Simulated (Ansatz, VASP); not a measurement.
# ScSiS4: VASP beside Ansatz

```
Sc Si S
1.0
     3.40252    0.00000    0.00000
     0.00000    3.40252    0.00000
     0.00000    0.00000   10.85637
Sc Si S
1 1 4
Cartesian
  1.7013 1.7013 5.4282
  0.0000 0.0000 0.0000
  0.0000 0.0000 6.7742
  1.7013 1.7013 1.0550
  1.7013 1.7013 9.8014
  0.0000 0.0000 4.0821
```

Change from the starting cell: species swapped into the DyErC4 type (P4/mmm, No. 123).

Alike in both runs: functional PBE; k mesh 6 × 6 × 2; occupations gaussian, width 0.1 eV; no spin polarisation.

Ansatz relaxed the structure, and its values are those at the end. VASP's run is a single point on that final structure, the one shown.

|  | VASP | Ansatz |
| --- | --- | --- |
| version | VASP 6.6.1 | Ansatz 0.2.0 |
| potentials or method | VASP PAW PBE potentials, release 64 (Sc_sv, Si, S), cutoff 520 eV | scalar-relativistic, plane waves, PAW |
| valence electrons in the cell | 39 | 39 |

|  | VASP | Ansatz | Ansatz less VASP |
| --- | --- | --- | --- |
| gap on the k mesh at the Fermi level (eV) | none | none | - |
| pressure (GPa) | -0.1 | 0.0 | +0.10 |
| rms of the force components (eV/Å) | 0.044 | 0.005 | -0.0382 |

A gap of «none» marks a metal or a gap that the smearing closes. With one functional, cell and mesh, what is left measures potentials, basis and numerics.
